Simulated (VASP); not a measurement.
# Pt (P6_3/mmc) in VASP: further runs

The runs below take Pt through single point, with PBEsol.

All numbers are computed with VASP 6.6.1; they aren't measurements. Logs are shortened: lines on timing, memory, paths and dates and some standing lists are left out, and cuts for length are marked.

### 1 The cell of the first run

Symmetry: P6_3/mmc, No. 194, hexagonal system. Conventional cell: a = 2.322 Å, b = 2.322 Å, c = 3.889 Å, α = 90.00°, β = 90.00°, γ = 120.00°. Pt (site symmetry -6m2) has 12 Pt at 2.32 to 2.36 Å within 3.1 Å.

This isn't the form of Pt at room conditions, which is fcc.

### 2 Single point, PBEsol (9.08 Å³/atom)

The input, INCAR:

```
SYSTEM = Pt
  ALGO = Normal
  EDIFF = 1E-6
  ENCUT = 520
  GGA = PS
  ISIF = 2
  ISMEAR = -1
  LASPH = .TRUE.
  LCHARG = .FALSE.
  LREAL = .FALSE.
  LWAVE = .FALSE.
  NBANDS = 17
  NELM = 60
  PREC = Accurate
  SIGMA = 0.05
```

The input, KPOINTS:

```
k-points
0
G
  17 17 10
  0 0 0
```

The input, POSCAR:

```
Pt
1.0
    2.3223003788      0.0000000000      0.0000000000
   -1.1611501894      2.0111711233      0.0000000000
    0.0000000000      0.0000000000      3.8889330384
Pt
2
Direct
    0.3333333333      0.6666666667      0.2500000000
    0.6666666667      0.3333333333      0.7500000000
```

Potentials or basis: VASP PAW PBE potentials, release 64 (Pt).

The run is started by

```console
> cat potpaw_PBE.64/Pt/POTCAR > POTCAR
> mpirun -np 1 vasp_std > vasp.out
```

OUTCAR:

```text
SYSTEM = Pt
   EDIFF = 1E-6
   ENCUT = 520
   GGA = PS
   ISIF = 2
   ISMEAR = -1
   LASPH = .TRUE.
   LREAL = .FALSE.
   NELM = 60
   PREC = Accurate

 ion  position               nearest neighbor table
   1  0.333  0.667  0.250-   2 2.36   2 2.36   2 2.36   2 2.36   2 2.36   2 2.36   2 3.31   2 3.31
                             2 3.31   2 3.31   2 3.31   2 3.31
   2  0.667  0.333  0.750-   1 2.36   1 2.36   1 2.36   1 2.36   1 2.36   1 2.36   1 3.31   1 3.31
                             1 3.31   1 3.31   1 3.31   1 3.31

  LATTYP: Found a hexagonal cell.
 ALAT       =     2.3223003788
 C/A-ratio  =     1.6746037997

  Lattice vectors:

 A1 = (   2.3223003788,   0.0000000000,   0.0000000000)
 A2 = (  -1.1611501894,   2.0111711233,   0.0000000000)
 A3 = (   0.0000000000,   0.0000000000,   3.8889330384)

Analysis of symmetry for initial positions (statically):
=====================================================================
 Subroutine PRICEL returns:
 Original cell was already a primitive cell.

 Routine SETGRP: Setting up the symmetry group for a
 hexagonal supercell.

 Subroutine GETGRP returns: Found 24 space group operations
 (whereof 12 operations were pure point group operations)
 out of a pool of 24 trial point group operations.

The static configuration has the point symmetry D_3d.
 The point group associated with its full space group is D_6h.

Analysis of symmetry for dynamics (positions and initial velocities):
=====================================================================
 Subroutine PRICEL returns:
 Original cell was already a primitive cell.

 Routine SETGRP: Setting up the symmetry group for a
 hexagonal supercell.

 Subroutine GETGRP returns: Found 24 space group operations
 (whereof 12 operations were pure point group operations)
 out of a pool of 24 trial point group operations.

The dynamic configuration has the point symmetry D_3d.
 The point group associated with its full space group is D_6h.

 Subroutine INISYM returns: Found 24 space group operations
 (whereof 12 operations are pure point group operations),
 and found     1 'primitive' translations

----------------------------------------------------------------------------------------

                                     Primitive cell

  volume of cell :      18.1634

  direct lattice vectors                    reciprocal lattice vectors
     2.322300379  0.000000000  0.000000000     0.430607517  0.248611366  0.000000000
    -1.161150189  2.011171123  0.000000000     0.000000000  0.497222732  0.000000000
     0.000000000  0.000000000  3.888933038     0.000000000  0.000000000  0.257139938

  length of vectors
     2.322300379  2.322300379  3.888933038     0.497222732  0.497222732  0.257139938

[... 79 lines left out ...]
   NELM   =     60;   NELMIN=  2; NELMDL= -5     # of ELM steps
   EDIFF  = 0.1E-05   stopping-criterion for ELM
   LREAL  =      F    real-space projection
   EDIFFG = 0.1E-04   stopping-criterion for IOM
   NSW    =      0    number of steps for IOM
   IBRION =     -1    ionic relax: 0-MD 1-quasi-New 2-CG
   NFREE  =      0    steps in history (QN), initial steepest desc. (CG)
   ISIF   =      2    stress and relaxation
   ISYM   =      2    0-nonsym 1-usesym 2-fastsym
   POTIM  = 0.5000    time-step for ionic-motion
   TEBEG  =    0.0;   TEEND  =   0.0 temperature during run
   PSTRESS=    0.0 pullay stress
   NELECT =      20.0000    total number of electrons
   NUPDOWN=      -1.0000    fix difference up-down
   EMIN   =  10.00;   EMAX   =-10.00  energy-range for DOS
   EFERMI =   0.00;   METHOD = LEGACY
   ISMEAR =    -1;   SIGMA  =   0.05  broadening in eV -4-tet -1-fermi 0-gaus
   EFERMI_NEDOS =   21; number of points for ismear=-14 and -15
   IALGO  =     38    algorithm
   IMIX   =      4    mixing-type and parameters
     AMIX     =   0.40;   BMIX     =  1.00
     AMIX_MAG =   1.60;   BMIX_MAG =  1.00
  volume/ion in A,a.u.               =       9.08        61.29
  Fermi-wavevector in a.u.,A,eV,Ry     =   1.690514  3.194609 38.883258  2.857839
  Thomas-Fermi vector in A             =   2.772447
   LORBIT       =      0    0 simple, 1 ext, 2 COOP (PROOUT), +10 PAW based schemes
   GGA     = PS    functional components
   LHFCALC =     F    Hartree Fock is set to
   AEXX    =    0.0000 exact exchange contribution
   IVDW    =     0    specifies the selected vdW correction
   LEPSILON=     F    determine dielectric tensor
   LRPA    =     F    only Hartree local field effects (RPA)
 non-spin polarized calculation
  energy-cutoff  :      520.00
  volume of cell :       18.16
 maximum number of plane-waves:       519
 NGX is ok and might be reduce to    18
   NGX =  9   NGY =  9   NGZ = 15

 number of electron      19.9999998 magnetization

 Free energy of the ion-electron system (eV)
  ---------------------------------------------------
  ext. energy  EPLUGINS =         0.00000000
  ---------------------------------------------------
  free energy    TOTEN  =        -1.58672861 eV

  energy without entropy =       -1.57115711  energy(sigma->0) =       -1.57894286

 E-fermi :  23.9717     XC(G=0): -16.7714

 val. band max:       23.9512193492   @ k =   0.2353   0.1176   0.2000
 cond. band min:      23.9816190194   @ k =   0.2941   0.2353   0.1000
 fundamental gap:      0.0303996702
 Fermi energy:        23.9716543381

 k-point     1 :       0.0000    0.0000    0.0000
  band No.  band energies     occupation
      1       6.8150      2.00000
      2       9.3154      2.00000
      3      15.0757      2.00000
      4      15.7212      2.00000
      5      15.7212      2.00000
      6      16.8203      2.00000
[... 457 lines left out ...]
      4      12.7941      2.00000
      5      15.3291      2.00000
      6      15.6925      2.00000
[... 9 lines left out ...]
     16      40.2116      0.00000
     17      42.5493      0.00000

 [... further k-points ...]
[... 5 lines left out ...]
  --------------------------------------------------------------------------------------
  -------------------------------------------------------------------------------------
  Total       61.0046499     61.0046499     61.0831126      0.0000000     -0.0000000      0.0000000
  in kB     5381.1566948   5381.1566950   5388.0778031      0.0000000     -0.0000000      0.0000000
  external PRESSURE =    5383.4637310 kB  Pullay stress =       0.0000000 kB

 VOLUME and BASIS-vectors are now :
 -----------------------------------------------------------------------------
  energy-cutoff  :      520.00
  volume of cell :       18.16
      direct lattice vectors                 reciprocal lattice vectors
     2.322300379  0.000000000  0.000000000     0.430607517  0.248611366  0.000000000
    -1.161150189  2.011171123  0.000000000     0.000000000  0.497222732  0.000000000
     0.000000000  0.000000000  3.888933038     0.000000000  0.000000000  0.257139938

 POSITION                                       TOTAL-FORCE (eV/Angst)
 -----------------------------------------------------------------------------------
     -0.00000      1.34078      0.97223        -0.000000      0.000000      0.000000
      1.16115      0.67039      2.91670         0.000000     -0.000000      0.000000
 -----------------------------------------------------------------------------------
    total drift:                                0.000000     -0.000000     -0.000000

  FREE ENERGIE OF THE ION-ELECTRON SYSTEM (eV)
  ---------------------------------------------------
  free  energy   TOTEN  =        -1.5867286148 eV

  energy  without entropy=       -1.5711571114  energy(sigma->0) =       -1.57894286
```

OSZICAR:

```text
N       E                     dE             d eps       ncg     rms          rms(c)
DAV:   1     0.128165447028E+03    0.12817E+03   -0.11035E+04  6732   0.121E+03
DAV:   2    -0.494852118527E+00   -0.12866E+03   -0.12389E+03  7621   0.290E+02
DAV:   3    -0.260978228343E+01   -0.21149E+01   -0.21053E+01  8309   0.377E+01
DAV:   4    -0.261793156471E+01   -0.81493E-02   -0.81484E-02  8137   0.239E+00
DAV:   5    -0.261798056144E+01   -0.48997E-04   -0.48995E-04  8341   0.178E-01    0.808E+01
DAV:   6    -0.196131433762E+01    0.65667E+00   -0.49052E-02  7187   0.241E+00    0.476E+01
DAV:   7    -0.158732155818E+01    0.37399E+00   -0.77347E-02  7077   0.297E+00    0.660E-01
DAV:   8    -0.158662276217E+01    0.69880E-03   -0.56943E-03  8423   0.703E-01    0.146E-01
DAV:   9    -0.158671992281E+01   -0.97161E-04   -0.16350E-04  8446   0.113E-01    0.361E-02
DAV:  10    -0.158672883674E+01   -0.89139E-05   -0.61559E-06  8589   0.231E-02    0.425E-03
DAV:  11    -0.158672861483E+01    0.22190E-06   -0.17514E-07  4418   0.314E-03
   1 F= -.15867286E+01 E0= -.15789429E+01  d E =-.155715E-01
```

stdout:

```text
POSCAR found type information on POSCAR Pt
 POSCAR found :  1 types and       2 ions
 scaLAPACK will be used
 -----------------------------------------------------------------------------
|                                                                             |
|                                                                             |
|     You enforced a specific xc type in the INCAR file but a different       |
|     I HOPE YOU KNOW WHAT YOU ARE DOING!                                     |
|                                                                             |
 -----------------------------------------------------------------------------

 LDA part: xc-table for (Slater+PW92), standard interpolation
 POSCAR, INCAR and KPOINTS ok, starting setup
 FFT: planning ... GRIDC
 FFT: planning ... GRID_SOFT
 FFT: planning ... GRID
 WAVECAR not read
 entering main loop
```

It took 29 s on 1 thread of AMD EPYC 7R13 (Zen 3), shared host; peak memory 0.14 GiB.

Results:

* Free energy: -1.5867 eV
* Pressure: 538.3 GPa
* Band gap on the k mesh: zero (bands 10 and 11 overlap by 3.13 eV)

Caveat: the cell stands under pressure; the PAW data sets were made with another functional, which shifts forces and pressure a little; spin-orbit coupling is left out, which moves the levels of the heavy elements.

### 3 Single point, PBEsol (10.29 Å³/atom)

This run uses another cell than the first one, of 10.29 Å³/atom.

The input, INCAR:

```
SYSTEM = Pt
ALGO = Normal
EDIFF = 1E-6
ENCUT = 520
GGA = PS
ISIF = 2
ISMEAR = -1
LASPH = .True.
LCHARG = .False.
LREAL = .False.
LWAVE = .False.
NBANDS = 17
NELM = 100
PREC = Accurate
SIGMA = 0.05
```

The input, KPOINTS:

```
k-points
0
Gamma
  17 17 10
  0 0 0
```

The input, POSCAR:

```
Pt
1.0
    2.4189432390      0.0000000000      0.0000000000
   -1.2094716195      2.0948662952      0.0000000000
    0.0000000000      0.0000000000      4.0623146439
Pt
2
Direct
    0.3333333333      0.6666666667      0.2500000000
    0.6666666667      0.3333333333      0.7500000000
```

Potentials or basis: VASP PAW PBE potentials, release 64 (Pt).

The run is started by

```console
> cat potpaw_PBE.64/Pt/POTCAR > POTCAR
> mpirun -np 1 vasp_std > vasp.out
```

OUTCAR:

```text
SYSTEM = Pt
   EDIFF = 1E-6
   ENCUT = 520
   GGA = PS
   ISIF = 2
   ISMEAR = -1
   LASPH = .True.
   LREAL = .False.
   NELM = 100
   PREC = Accurate

 ion  position               nearest neighbor table
   1  0.333  0.667  0.250-   2 2.46   2 2.46   2 2.46   2 2.46   2 2.46   2 2.46   2 3.45   2 3.45
                             2 3.45   2 3.45   2 3.45   2 3.45
   2  0.667  0.333  0.750-   1 2.46   1 2.46   1 2.46   1 2.46   1 2.46   1 2.46   1 3.45   1 3.45
                             1 3.45   1 3.45   1 3.45   1 3.45

  LATTYP: Found a hexagonal cell.
 ALAT       =     2.4189432390
 C/A-ratio  =     1.6793757615

  Lattice vectors:

 A1 = (   2.4189432390,   0.0000000000,   0.0000000000)
 A2 = (  -1.2094716195,   2.0948662952,   0.0000000000)
 A3 = (   0.0000000000,   0.0000000000,   4.0623146439)

Analysis of symmetry for initial positions (statically):
=====================================================================
 Subroutine PRICEL returns:
 Original cell was already a primitive cell.

 Routine SETGRP: Setting up the symmetry group for a
 hexagonal supercell.

 Subroutine GETGRP returns: Found 24 space group operations
 (whereof 12 operations were pure point group operations)
 out of a pool of 24 trial point group operations.

The static configuration has the point symmetry D_3d.
[... 159 lines left out ...]
  free energy    TOTEN  =        -7.73794609 eV

  energy without entropy =       -7.71908577  energy(sigma->0) =       -7.72851593

 E-fermi :  20.1548     XC(G=0): -15.9692

 val. band max:       20.1465856644   @ k =   0.3529   0.1176   0.5000
 cond. band min:      20.1686969000   @ k =   0.3529   0.0000   0.2000
 fundamental gap:      0.0221112356
 Fermi energy:        20.1548000333

 k-point     1 :       0.0000    0.0000    0.0000
  band No.  band energies     occupation
      1       4.8723      2.00000
      2       7.6562      2.00000
      3      12.7730      2.00000
      4      13.3612      2.00000
      5      13.3612      2.00000
      6      14.2441      2.00000
[... 457 lines left out ...]
      4      10.8482      2.00000
      5      13.0877      2.00000
      6      13.2223      2.00000
[... 9 lines left out ...]
     16      36.2367      0.00000
     17      39.0233      0.00000

 [... further k-points ...]
[... 5 lines left out ...]
  --------------------------------------------------------------------------------------
  -------------------------------------------------------------------------------------
  Total       38.2521906     38.2521906     38.2615012     -0.0000000      0.0000000      0.0000000
  in kB     2977.2228842   2977.2228839   2977.9475417     -0.0000000      0.0000000      0.0000000
  external PRESSURE =    2977.4644366 kB  Pullay stress =       0.0000000 kB

 VOLUME and BASIS-vectors are now :
 -----------------------------------------------------------------------------
  energy-cutoff  :      520.00
  volume of cell :       20.59
      direct lattice vectors                 reciprocal lattice vectors
     2.418943239  0.000000000  0.000000000     0.413403665  0.238678717  0.000000000
    -1.209471619  2.094866295  0.000000000     0.000000000  0.477357434  0.000000000
     0.000000000  0.000000000  4.062314644     0.000000000  0.000000000  0.246165078

 POSITION                                       TOTAL-FORCE (eV/Angst)
 -----------------------------------------------------------------------------------
     -0.00000      1.39658      1.01558        -0.000000     -0.000000      0.000000
      1.20947      0.69829      3.04674         0.000000      0.000000      0.000000
 -----------------------------------------------------------------------------------
    total drift:                                0.000000     -0.000000     -0.000000

  FREE ENERGIE OF THE ION-ELECTRON SYSTEM (eV)
  ---------------------------------------------------
  free  energy   TOTEN  =        -7.7379460851 eV

  energy  without entropy=       -7.7190857669  energy(sigma->0) =       -7.72851593
```

stdout:

```text
POSCAR found type information on POSCAR Pt
 POSCAR found :  1 types and       2 ions
 scaLAPACK will be used
 -----------------------------------------------------------------------------
|                                                                             |
|                                                                             |
|     You enforced a specific xc type in the INCAR file but a different       |
|     I HOPE YOU KNOW WHAT YOU ARE DOING!                                     |
|                                                                             |
 -----------------------------------------------------------------------------

 LDA part: xc-table for (Slater+PW92), standard interpolation
 POSCAR, INCAR and KPOINTS ok, starting setup
 FFT: planning ... GRIDC
 FFT: planning ... GRID_SOFT
 FFT: planning ... GRID
 WAVECAR not read
 entering main loop
```

Run time: 30 s. Hardware: 1 thread of AMD EPYC 7R13 (Zen 3), shared host; peak memory 0.15 GiB.

Results:

- Free energy: -7.7379 eV
- Pressure: 297.7 GPa
- Band gap on the k mesh: zero (bands 10 and 11 overlap by 2.53 eV)

Caveat: the cell stands under pressure; the PAW data sets were made with another functional, which shifts forces and pressure a little; spin-orbit coupling is left out, which moves the levels of the heavy elements.

(Continued in part 2 of 3.)
